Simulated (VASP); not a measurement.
# KF (P6_3/mmc) in VASP: settings compared

KF is run at these levels: PBE, r2SCAN; tasks: single point.

Program: VASP 6.6.1. These are calculated values, not measurements. Logs are shortened: lines on timing, memory, paths and dates and some standing lists are left out, and cuts for length are marked.

## (1) The cell of the first run

Symmetry: P6_3/mmc, No. 194, hexagonal system. Conventional cell: a = 4.485 Å, b = 4.485 Å, c = 5.271 Å, α = 90.00°, β = 90.00°, γ = 120.00°. K (site symmetry -6m2) has 5 F at 2.59 to 2.64 Å within 3.4 Å. F (site symmetry -6m2) has 5 K at 2.59 to 2.64 Å within 3.4 Å.

## (2) Single point, PBE

Contents of INCAR:

```
SYSTEM = KF
PREC     = Accurate       ! precision mode
ENCUT    = 520            ! plane-wave cutoff, eV
EDIFF    = 1E-7           ! SCF threshold, eV
ISMEAR   = 0              ! smearing method
SIGMA    = 0.01           ! smearing width, eV
LREAL    = .False.        ! projectors in reciprocal space
LASPH    = .True.         ! aspherical terms in the spheres
NELM     = 60             ! most SCF steps
ALGO     = Normal         ! electronic algorithm
ISIF     = 2              ! what is computed and relaxed
LWAVE    = .False.        ! write WAVECAR
LCHARG   = .False.        ! write CHGCAR
GGA      = PE             ! functional
NBANDS   = 24             ! bands
```

Contents of KPOINTS:

```
regular mesh
0
Gamma
  6 6 4
  0 0 0
```

Contents of POSCAR:

```
KF
1.0
    4.4850022250      0.0000000000      0.0000000000
   -2.2425011125      3.8841258628      0.0000000000
    0.0000000000      0.0000000000      5.2712956172
K F
2 2
Direct
    0.3333333333      0.6666666667     -0.0625000000
    0.6666666667      0.3333333333      0.4375000000
    0.3333333333      0.6666666667      0.4375000000
    0.6666666667      0.3333333333      0.9375000000
```

Potentials or basis: VASP PAW PBE potentials, release 64 (K_sv, F).

The run is started by

```console
cat potpaw_PBE.64/K_sv/POTCAR potpaw_PBE.64/F/POTCAR > POTCAR
mpirun -np 1 vasp_std > vasp.out
```

OUTCAR:

```text
SYSTEM = KF
   PREC = Accurate
   ENCUT = 520
   EDIFF = 1E-7
   ISMEAR = 0
   LREAL = .False.
   LASPH = .True.
   NELM = 60
   ISIF = 2
   GGA = PE

 ion  position               nearest neighbor table
   1  0.333  0.667  0.938-   4 2.59   4 2.59   4 2.59   3 2.64   3 2.64   2 3.69   2 3.69   2 3.69
                             2 3.69   2 3.69   2 3.69
   2  0.667  0.333  0.438-   3 2.59   3 2.59   3 2.59   4 2.64   4 2.64   1 3.69   1 3.69   1 3.69
                             1 3.69   1 3.69   1 3.69
   3  0.333  0.667  0.438-   2 2.59   2 2.59   2 2.59   1 2.64   1 2.64
   4  0.667  0.333  0.938-   1 2.59   1 2.59   1 2.59   2 2.64   2 2.64

  LATTYP: Found a hexagonal cell.
 ALAT       =     4.4850022250
 C/A-ratio  =     1.1753161655

  Lattice vectors:

 A1 = (   4.4850022250,   0.0000000000,   0.0000000000)
 A2 = (  -2.2425011125,   3.8841258628,   0.0000000000)
 A3 = (   0.0000000000,   0.0000000000,   5.2712956172)

Analysis of symmetry for initial positions (statically):
=====================================================================
 Subroutine PRICEL returns:
 Original cell was already a primitive cell.

 Routine SETGRP: Setting up the symmetry group for a
 hexagonal supercell.

 Subroutine GETGRP returns: Found 24 space group operations
 (whereof  6 operations were pure point group operations)
 out of a pool of 24 trial point group operations.

The static configuration has the point symmetry C_3v.
 The point group associated with its full space group is D_6h.

Analysis of symmetry for dynamics (positions and initial velocities):
=====================================================================
 Subroutine PRICEL returns:
 Original cell was already a primitive cell.

 Routine SETGRP: Setting up the symmetry group for a
 hexagonal supercell.

 Subroutine GETGRP returns: Found 24 space group operations
 (whereof  6 operations were pure point group operations)
 out of a pool of 24 trial point group operations.

The dynamic configuration has the point symmetry C_3v.
 The point group associated with its full space group is D_6h.

 Subroutine INISYM returns: Found 24 space group operations
 (whereof  6 operations are pure point group operations),
 and found     1 'primitive' translations

----------------------------------------------------------------------------------------

                                     Primitive cell
[... 90 lines left out ...]
   NELM   =     60;   NELMIN=  2; NELMDL= -5     # of ELM steps
   EDIFF  = 0.1E-06   stopping-criterion for ELM
   LREAL  =      F    real-space projection
   EDIFFG = 0.1E-05   stopping-criterion for IOM
   NSW    =      0    number of steps for IOM
   IBRION =     -1    ionic relax: 0-MD 1-quasi-New 2-CG
   NFREE  =      0    steps in history (QN), initial steepest desc. (CG)
   ISIF   =      2    stress and relaxation
   ISYM   =      2    0-nonsym 1-usesym 2-fastsym
   POTIM  = 0.5000    time-step for ionic-motion
   TEBEG  =    0.0;   TEEND  =   0.0 temperature during run
   PSTRESS=    0.0 pullay stress
   NELECT =      32.0000    total number of electrons
   NUPDOWN=      -1.0000    fix difference up-down
   EMIN   =  10.00;   EMAX   =-10.00  energy-range for DOS
   EFERMI =   0.00;   METHOD = LEGACY
   ISMEAR =     0;   SIGMA  =   0.01  broadening in eV -4-tet -1-fermi 0-gaus
   EFERMI_NEDOS =   21; number of points for ismear=-14 and -15
   IALGO  =     38    algorithm
   IMIX   =      4    mixing-type and parameters
     AMIX     =   0.40;   BMIX     =  1.00
     AMIX_MAG =   1.60;   BMIX_MAG =  1.00
  volume/ion in A,a.u.               =      22.96       154.92
  Fermi-wavevector in a.u.,A,eV,Ry     =   1.152039  2.177037 18.057558  1.327193
  Thomas-Fermi vector in A             =   2.288692
   LORBIT       =      0    0 simple, 1 ext, 2 COOP (PROOUT), +10 PAW based schemes
   GGA     = PE    functional components
   LHFCALC =     F    Hartree Fock is set to
   AEXX    =    0.0000 exact exchange contribution
   IVDW    =     0    specifies the selected vdW correction
   LEPSILON=     F    determine dielectric tensor
   LRPA    =     F    only Hartree local field effects (RPA)
 non-spin polarized calculation
 Gauss-broadening in eV      SIGMA  =   0.01
  energy-cutoff  :      520.00
  volume of cell :       91.83
 maximum number of plane-waves:      2494
 NGX is ok and might be reduce to    36
   NGX = 17   NGY = 17   NGZ = 19

 number of electron      32.0000011 magnetization

 Free energy of the ion-electron system (eV)
  ---------------------------------------------------
  ext. energy  EPLUGINS =         0.00000000
  ---------------------------------------------------
  free energy    TOTEN  =       -16.43443843 eV

  energy without entropy =      -16.43443843  energy(sigma->0) =      -16.43443843

 E-fermi :  -3.2452     XC(G=0):  -7.4142

 val. band max:       -3.3273462065   @ k =   0.0000   0.0000   0.0000
 cond. band min:       2.0402960074   @ k =   0.0000   0.0000   0.0000
 fundamental gap:      5.3676422138
 Fermi energy:        -3.2451636735

 k-point     1 :       0.0000    0.0000    0.0000
  band No.  band energies     occupation
      1     -29.5177      2.00000
      2     -29.4036      2.00000
      3     -22.0164      2.00000
      4     -21.9936      2.00000
      5     -13.2902      2.00000
      6     -13.0709      2.00000
[... 556 lines left out ...]
     23       8.2110      0.00000
     24       8.2110      0.00000

------------------------ aborting loop because EDIFF is reached ----------------------------------------

  FORCE on cell =-STRESS in cart. coord.  units (eV):
  Direction    XX          YY          ZZ          XY          YZ          ZX
  --------------------------------------------------------------------------------------
  -------------------------------------------------------------------------------------
  Total        0.6487846      0.6487846      0.9168035     -0.0000000     -0.0000000      0.0000000
  in kB       11.3197753     11.3197753     15.9960789     -0.0000000     -0.0000000      0.0000000
  external PRESSURE =      12.8785431 kB  Pullay stress =       0.0000000 kB

 VOLUME and BASIS-vectors are now :
 -----------------------------------------------------------------------------
  energy-cutoff  :      520.00
  volume of cell :       91.83
      direct lattice vectors                 reciprocal lattice vectors
     4.485002225  0.000000000  0.000000000     0.222965330  0.128729093  0.000000000
    -2.242501112  3.884125863  0.000000000     0.000000000  0.257458186  0.000000000
     0.000000000  0.000000000  5.271295617     0.000000000  0.000000000  0.189706682

 POSITION                                       TOTAL-FORCE (eV/Angst)
 -----------------------------------------------------------------------------------
     -0.00000      2.58942      4.94184        -0.000000      0.000000      0.000000
      2.24250      1.29471      2.30619         0.000000     -0.000000      0.000000
     -0.00000      2.58942      2.30619         0.000000      0.000000      0.000000
      2.24250      1.29471      4.94184         0.000000      0.000000      0.000000
 -----------------------------------------------------------------------------------
    total drift:                               -0.000000      0.000000      0.000000

  FREE ENERGIE OF THE ION-ELECTRON SYSTEM (eV)
  ---------------------------------------------------
  free  energy   TOTEN  =       -16.4344384346 eV

  energy  without entropy=      -16.4344384346  energy(sigma->0) =      -16.43443843
```

Wall time 60 s (1 thread of Intel Xeon Platinum 8259CL at 2.50GHz (Skylake/Cascade Lake), shared host); peak memory 0.22 GiB.

What came out:

| Property | Result |
| --- | --- |
| Free energy | -16.4344 eV |
| Pressure | 1.3 GPa |
| Band gap on the k mesh | 5.37 eV, direct |

Levels at points of the mesh, in eV from the valence-band top:
```tsv
k point	band 14	band 15	band 16	band 17	band 18	band 19
(0.00, 0.00, 0.00)	-0.31	-0.16	0.00	5.37	9.88	10.50
(0.50, 0.00, 0.00)	-0.13	-0.11	-0.09	7.32	8.88	9.11
(0.00, 0.00, 0.50)	-0.34	-0.34	-0.34	6.99	6.99	10.93
(0.50, 0.00, 0.50)	-0.31	-0.18	-0.18	8.03	8.03	10.70
```

A k mesh can miss the band edges. PBE gaps usually lie below the measured ones, often by a third to a half.

## (3) Single point, PBE

Contents of INCAR:

```
  PREC = Accurate
  ENCUT = 520
  EDIFF = 1E-7
  ISMEAR = 0
  SIGMA = 0.01
  LREAL = False
  LASPH = True
  NELM = 80
  ALGO = Normal
  ISIF = 2
  LWAVE = False
  LCHARG = False
  GGA = PE
  NBANDS = 24
```

Contents of KPOINTS:

```
regular mesh
0
Gamma
  6 6 4
```

POSCAR is that of step 2.

Potentials or basis: VASP PAW PBE potentials, release 64 (K_sv, F).

The run is started by

```console
cat potpaw_PBE.64/K_sv/POTCAR potpaw_PBE.64/F/POTCAR > POTCAR
mpirun -np 1 vasp_std > vasp.out
```

OUTCAR:

```text
PREC = Accurate
   ENCUT = 520
   EDIFF = 1E-7
   ISMEAR = 0
   LREAL = False
   LASPH = True
   NELM = 80
   ISIF = 2
   GGA = PE

 ion  position               nearest neighbor table
   1  0.333  0.667  0.938-   4 2.59   4 2.59   4 2.59   3 2.64   3 2.64   2 3.69   2 3.69   2 3.69
                             2 3.69   2 3.69   2 3.69
   2  0.667  0.333  0.438-   3 2.59   3 2.59   3 2.59   4 2.64   4 2.64   1 3.69   1 3.69   1 3.69
                             1 3.69   1 3.69   1 3.69
   3  0.333  0.667  0.438-   2 2.59   2 2.59   2 2.59   1 2.64   1 2.64
   4  0.667  0.333  0.938-   1 2.59   1 2.59   1 2.59   2 2.64   2 2.64

  LATTYP: Found a hexagonal cell.
 ALAT       =     4.4850022250
 C/A-ratio  =     1.1753161655

  Lattice vectors:

 A1 = (   4.4850022250,   0.0000000000,   0.0000000000)
 A2 = (  -2.2425011125,   3.8841258628,   0.0000000000)
 A3 = (   0.0000000000,   0.0000000000,   5.2712956172)

Analysis of symmetry for initial positions (statically):
=====================================================================
 Subroutine PRICEL returns:
 Original cell was already a primitive cell.

[... 171 lines left out ...]

 E-fermi :  -3.2452     XC(G=0):  -7.4142

 val. band max:       -3.3273462065   @ k =   0.0000   0.0000   0.0000
 cond. band min:       2.0402960074   @ k =   0.0000   0.0000   0.0000
 fundamental gap:      5.3676422138
 Fermi energy:        -3.2451636735

 k-point     1 :       0.0000    0.0000    0.0000
  band No.  band energies     occupation
      1     -29.5177      2.00000
      2     -29.4036      2.00000
      3     -22.0164      2.00000
      4     -21.9936      2.00000
      5     -13.2902      2.00000
      6     -13.0709      2.00000
[... 556 lines left out ...]
     23       8.2110      0.00000
     24       8.2110      0.00000

------------------------ aborting loop because EDIFF is reached ----------------------------------------

  FORCE on cell =-STRESS in cart. coord.  units (eV):
  Direction    XX          YY          ZZ          XY          YZ          ZX
  --------------------------------------------------------------------------------------
  -------------------------------------------------------------------------------------
  Total        0.6487846      0.6487846      0.9168035     -0.0000000     -0.0000000      0.0000000
  in kB       11.3197753     11.3197753     15.9960789     -0.0000000     -0.0000000      0.0000000
  external PRESSURE =      12.8785431 kB  Pullay stress =       0.0000000 kB

 VOLUME and BASIS-vectors are now :
 -----------------------------------------------------------------------------
  energy-cutoff  :      520.00
  volume of cell :       91.83
      direct lattice vectors                 reciprocal lattice vectors
     4.485002225  0.000000000  0.000000000     0.222965330  0.128729093  0.000000000
    -2.242501112  3.884125863  0.000000000     0.000000000  0.257458186  0.000000000
     0.000000000  0.000000000  5.271295617     0.000000000  0.000000000  0.189706682

 POSITION                                       TOTAL-FORCE (eV/Angst)
 -----------------------------------------------------------------------------------
     -0.00000      2.58942      4.94184        -0.000000      0.000000      0.000000
      2.24250      1.29471      2.30619         0.000000     -0.000000      0.000000
     -0.00000      2.58942      2.30619         0.000000      0.000000      0.000000
      2.24250      1.29471      4.94184         0.000000      0.000000      0.000000
 -----------------------------------------------------------------------------------
    total drift:                               -0.000000      0.000000      0.000000

  FREE ENERGIE OF THE ION-ELECTRON SYSTEM (eV)
  ---------------------------------------------------
  free  energy   TOTEN  =       -16.4344384346 eV

  energy  without entropy=      -16.4344384346  energy(sigma->0) =      -16.43443843
```

It took 56 s on 1 thread of Intel Xeon Platinum 8259CL at 2.50GHz (Skylake/Cascade Lake), shared host; peak memory 0.22 GiB.

What came out:

```yaml
Free_energy: -16.4344 eV
Pressure: 1.3 GPa
Band_gap_on_the_k_mesh: 5.37 eV, direct
```

Stress tensor (GPa, compression positive):
```
1.13 0.00 0.00
0.00 1.13 0.00
0.00 0.00 1.60
```

A k mesh can miss the band edges. As with any semilocal functional, this PBE gap is likely too small.

## (4) Single point, r2SCAN

POSCAR is that of step 3.

Contents of INCAR.step1:

```
ALGO = Normal
EDIFF = 1E-4
ENCUT = 520
GGA = PE
ISMEAR = 0
LASPH = T
LCHARG = F
LREAL = F
LWAVE = T
NBANDS = 24
NELM = 80
PREC = Accurate
SIGMA = 0.01
```

Contents of INCAR.step2:

```
ALGO = Normal
EDIFF = 1E-6
ENCUT = 520
ISIF = 2
ISMEAR = 0
ISTART = 1
LASPH = T
LCHARG = F
LMIXTAU = T
LREAL = F
LWAVE = F
METAGGA = R2SCAN
NBANDS = 24
NELM = 80
PREC = Accurate
SIGMA = 0.01
```

Contents of KPOINTS:

```
k-points
0
Gamma
  6 6 4
```

The run is started by

```console
cat potpaw_PBE.64/K_sv/POTCAR potpaw_PBE.64/F/POTCAR > POTCAR
cp INCAR.step1 INCAR
mpirun -np 1 vasp_std > vasp.out
cp INCAR.step2 INCAR
mpirun -np 1 vasp_std > vasp.out
```

Run time: 2.7 min. Hardware: 1 thread of Intel Xeon Platinum 8259CL at 2.50GHz (Skylake/Cascade Lake), shared host; peak memory 0.24 GiB.

It converged, with:

```yaml
Free_energy: -29.7009 eV
Pressure: 0.0 GPa
Band_gap_on_the_k_mesh: 5.95 eV, direct
```

Levels at points of the mesh, in eV from the valence-band top:
| k point | band 13 | band 14 | band 15 | band 16 | band 17 | band 18 | band 19 | band 20 |
| --- | --- | --- | --- | --- | --- | --- | --- | --- |
| (0.00, 0.00, 0.00) | -0.30 | -0.30 | -0.15 | 0.00 | 5.95 | 10.73 | 11.27 | 11.27 |
| (0.50, 0.00, 0.00) | -0.18 | -0.12 | -0.11 | -0.08 | 7.78 | 9.45 | 9.99 | 10.32 |
| (0.00, 0.00, 0.50) | -0.33 | -0.33 | -0.33 | -0.33 | 7.58 | 7.58 | 11.73 | 11.73 |
| (0.50, 0.00, 0.50) | -0.30 | -0.30 | -0.17 | -0.17 | 8.52 | 8.52 | 11.56 | 11.56 |

Caveat: the PAW data sets were made with another functional, which shifts forces and pressure a little. r2SCAN opens gaps a little over a GGA but as a rule still falls short of measured ones.
